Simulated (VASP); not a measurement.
# Ga (Im-3m) in VASP: relaxation of cell and atoms with PBE

Aim: the relaxation of cell and atoms of Ga with PBE.

Program: VASP 6.6.1. These are calculated values, not measurements. Logs are shortened: lines on timing, memory, paths and dates and some standing lists are left out, and cuts for length are marked.

**1. The cell of the first run**

Symmetry: Im-3m, No. 229, cubic system. The conventional cell has a = 3.374 Å, b = 3.374 Å, c = 3.374 Å, α = 90.00°, β = 90.00°, γ = 90.00°. Within 3.8 Å of Ga (site symmetry m-3m) lie 14 Ga at 2.92 to 3.37 Å.

This isn't the form of Ga at room conditions, which is orthorhombic.

**2. Relaxation of cell and atoms, PBE, non-collinear spin, zero start, spin-orbit coupling**

Input file INCAR:

```
SYSTEM = Ga
PREC = Accurate
ENCUT = 600
EDIFF = 1E-6
ISMEAR = -1
SIGMA = 0.05
LREAL = .FALSE.
LASPH = .TRUE.
NELM = 150
ALGO = Normal
ISIF = 3
LWAVE = .FALSE.
LCHARG = .FALSE.
MAGMOM = 0 0 0
LORBIT = 11
LSORBIT = .TRUE.
GGA_COMPAT = .FALSE.
LORBMOM = .TRUE.
GGA = PE
IBRION = 2
NSW = 45
EDIFFG = -0.005
```

Input file KPOINTS:

```
Automatic mesh
0
G
  17 17 17
  0 0 0
```

Input file POSCAR:

```
Ga
1.0
   -1.6872275156      1.6872275156      1.6872275156
    1.6872275156     -1.6872275156      1.6872275156
    1.6872275156      1.6872275156     -1.6872275156
Ga
1
Direct
    0.0000000000      0.0000000000      0.0000000000
```

Potentials or basis: VASP PAW PBE potentials, release 64 (Ga_d).

Started as:

```
> cat potpaw_PBE.64/Ga_d/POTCAR > POTCAR
> mpirun -np 1 vasp_ncl > vasp.out
```

OUTCAR:

```text
SYSTEM = Ga
   PREC = Accurate
   ENCUT = 600
   EDIFF = 1E-6
   ISMEAR = -1
   LREAL = .FALSE.
   LASPH = .TRUE.
   NELM = 150
   ISIF = 3
   LORBIT = 11
   LSORBIT = .TRUE.
   GGA = PE
   IBRION = 2
   NSW = 45
   EDIFFG = -0.005

 ion  position               nearest neighbor table
   1  0.000  0.000  0.000-

  LATTYP: Found a body centered cubic cell.
 ALAT       =     3.3744550312

  Lattice vectors:

 A1 = (  -1.6872275156,   1.6872275156,   1.6872275156)
 A2 = (   1.6872275156,  -1.6872275156,   1.6872275156)
 A3 = (   1.6872275156,   1.6872275156,  -1.6872275156)

Analysis of symmetry for initial positions (statically):
=====================================================================
 Subroutine PRICEL returns:
 Original cell was already a primitive cell.

 Routine SETGRP: Setting up the symmetry group for a
 body centered cubic supercell.

 Subroutine GETGRP returns: Found 48 space group operations
 (whereof 48 operations were pure point group operations)
 out of a pool of 48 trial point group operations.

The static configuration has the point symmetry O_h .

Analysis of symmetry for dynamics (positions and initial velocities):
=====================================================================
 Subroutine PRICEL returns:
 Original cell was already a primitive cell.

 Routine SETGRP: Setting up the symmetry group for a
 body centered cubic supercell.

 Subroutine GETGRP returns: Found 48 space group operations
 (whereof 48 operations were pure point group operations)
 out of a pool of 48 trial point group operations.

The dynamic configuration has the point symmetry O_h .

Analysis of structural, dynamic, and magnetic symmetry:
=====================================================================
 Subroutine PRICEL returns:
 Original cell was already a primitive cell.

 Routine SETGRP: Setting up the symmetry group for a
 body centered cubic supercell.

 Subroutine GETGRP returns: Found 48 space group operations
 (whereof 48 operations were pure point group operations)
 out of a pool of 48 trial point group operations.

The overall configuration has the point symmetry O_h .
[... 149 lines left out ...]

 val. band max:        5.4293668004   @ k =  -0.4706  -0.4706   0.4118
 cond. band min:       5.4394471012   @ k =  -0.4118  -0.4706   0.2941
 fundamental gap:      0.0100803008
 Fermi energy:         5.4334075096

 k-point     1 :       0.0000    0.0000    0.0000
  band No.  band energies     occupation
      1      -9.7413      1.00000
      2      -9.7413      1.00000
      3      -9.7413      1.00000
      4      -9.7413      1.00000
      5      -9.3409      1.00000
      6      -9.3409      1.00000
[... 541 lines left out ...]
     19      19.5019      0.00000
     20      19.5019      0.00000

 [... further k-points ...]

------------------------ aborting loop because EDIFF is reached ----------------------------------------

  FORCE on cell =-STRESS in cart. coord.  units (eV):
  Direction    XX          YY          ZZ          XY          YZ          ZX
  --------------------------------------------------------------------------------------
  -------------------------------------------------------------------------------------
  Total        0.0040313      0.0040313      0.0040313      0.0000000      0.0000000     -0.0000000
  in kB        0.3361782      0.3361782      0.3361782      0.0000000      0.0000000     -0.0000000
  external PRESSURE =       0.3361782 kB  Pullay stress =       0.0000000 kB

 VOLUME and BASIS-vectors are now :
 -----------------------------------------------------------------------------
  energy-cutoff  :      600.00
  volume of cell :       19.21
      direct lattice vectors                 reciprocal lattice vectors
    -1.687227516  1.687227516  1.687227516     0.000000000  0.296344148  0.296344148
     1.687227516 -1.687227516  1.687227516     0.296344148  0.000000000  0.296344148
     1.687227516  1.687227516 -1.687227516     0.296344148  0.296344148  0.000000000

 POSITION                                       TOTAL-FORCE (eV/Angst)
 -----------------------------------------------------------------------------------
      0.00000      0.00000      0.00000        -0.000000      0.000000      0.000000
 -----------------------------------------------------------------------------------
    total drift:                               -0.000000      0.000000      0.000000

  FREE ENERGIE OF THE ION-ELECTRON SYSTEM (eV)
  ---------------------------------------------------
  free  energy   TOTEN  =        -2.8787091154 eV

  energy  without entropy=       -2.8744341175  energy(sigma->0) =       -2.87657162

 reached required accuracy - stopping structural energy minimisation

 orbital moment (x)

 # of ion     p       d       tot
 ----------------------------------------
  1        -0.000   0.000  -0.000
 ----------------------------------------
           -0.000   0.000  -0.000

 orbital moment (y)

 # of ion     p       d       tot
 ----------------------------------------
  1        -0.000   0.000  -0.000
 ----------------------------------------
           -0.000   0.000  -0.000

 orbital moment (z)

 # of ion     p       d       tot
 ----------------------------------------
  1        -0.000   0.000  -0.000
 ----------------------------------------
           -0.000   0.000  -0.000

 Spin-Orbit-Coupling matrix elements

 Ion:    1  E_soc:     -0.0103686
 l=   1
     0.0000000    -0.0009061    -0.0009061
    -0.0009061     0.0000000    -0.0009061
    -0.0009061    -0.0009061     0.0000000
 l=   2
     0.0000000    -0.0001632     0.0000000    -0.0001632    -0.0006588
    -0.0001632     0.0000000    -0.0004941    -0.0001632    -0.0001647
     0.0000000    -0.0004941     0.0000000    -0.0004941     0.0000000
    -0.0001632    -0.0001632    -0.0004941     0.0000000    -0.0001647
    -0.0006588    -0.0001647     0.0000000    -0.0001647     0.0000000
 l=   3
     0.0000000     0.0000000     0.0000000     0.0000000     0.0000000     0.0000000     0.0000000
     0.0000000     0.0000000     0.0000000     0.0000000     0.0000000     0.0000000     0.0000000
     0.0000000     0.0000000     0.0000000     0.0000000     0.0000000     0.0000000     0.0000000
     0.0000000     0.0000000     0.0000000     0.0000000     0.0000000     0.0000000     0.0000000
     0.0000000     0.0000000     0.0000000     0.0000000     0.0000000     0.0000000     0.0000000
     0.0000000     0.0000000     0.0000000     0.0000000     0.0000000     0.0000000     0.0000000
     0.0000000     0.0000000     0.0000000     0.0000000     0.0000000     0.0000000     0.0000000

 total charge

# of ion       s       p       d       tot
------------------------------------------
    1        1.042   0.516   9.954  11.512

 magnetization (x)

# of ion       s       p       d       tot
------------------------------------------
    1        0.000  -0.000  -0.000   0.000

 magnetization (y)

# of ion       s       p       d       tot
------------------------------------------
    1       -0.000   0.000   0.000   0.000

 magnetization (z)

# of ion       s       p       d       tot
------------------------------------------
    1        0.000  -0.000  -0.000   0.000
```

OSZICAR:

```text
N       E                     dE             d eps       ncg     rms          rms(c)
DAV:   1     0.665808885593E+02    0.66581E+02   -0.72509E+03  7200   0.263E+03
DAV:   2     0.290888978789E+01   -0.63672E+02   -0.62002E+02  6744   0.398E+02
DAV:   3    -0.281664369823E+01   -0.57255E+01   -0.56922E+01  7524   0.979E+01
DAV:   4    -0.290339954249E+01   -0.86756E-01   -0.86686E-01  7720   0.128E+01
DAV:   5    -0.290491072846E+01   -0.15112E-02   -0.15111E-02  7840   0.165E+00    0.780E-01
DAV:   6    -0.288411709400E+01    0.20794E-01   -0.36128E-02  8916   0.428E+00    0.392E-01
DAV:   7    -0.287923379744E+01    0.48833E-02   -0.72880E-03  9024   0.157E+00    0.107E-01
DAV:   8    -0.287870308131E+01    0.53072E-03   -0.77140E-04  7456   0.560E-01    0.107E-02
DAV:   9    -0.287870677325E+01   -0.36919E-05   -0.19254E-05  8496   0.565E-02    0.715E-03
DAV:  10    -0.287870874167E+01   -0.19684E-05   -0.12335E-06  6344   0.175E-02    0.147E-03
DAV:  11    -0.287870911536E+01   -0.37369E-06   -0.11136E-07  4168   0.662E-03
   1 F= -.28787091E+01 E0= -.28765716E+01  d E =-.287871E+01  mag=    -0.0000     0.0000     0.0000
```

Wall time 82 s (1 thread of Intel Xeon Platinum 8259CL at 2.50GHz (Skylake/Cascade Lake), shared host); peak memory 0.27 GiB.

Results:

| Property | Result |
| --- | --- |
| Free energy | -2.8787 eV |
| Pressure after relaxing | 0.0 GPa |
| Net moment | 0.00 μB per cell |
| Valence electrons inside the program's atomic spheres | Ga 11.51 |

Final structure:
```
Ga
1.0
    -1.68723    1.68723    1.68723
     1.68723   -1.68723    1.68723
     1.68723    1.68723   -1.68723
Ga
1
Cartesian
  0.0000 0.0000 0.0000
```

Moments on the atoms (μB; x, y, z):
```
Ga  0.00 0.00 0.00
```
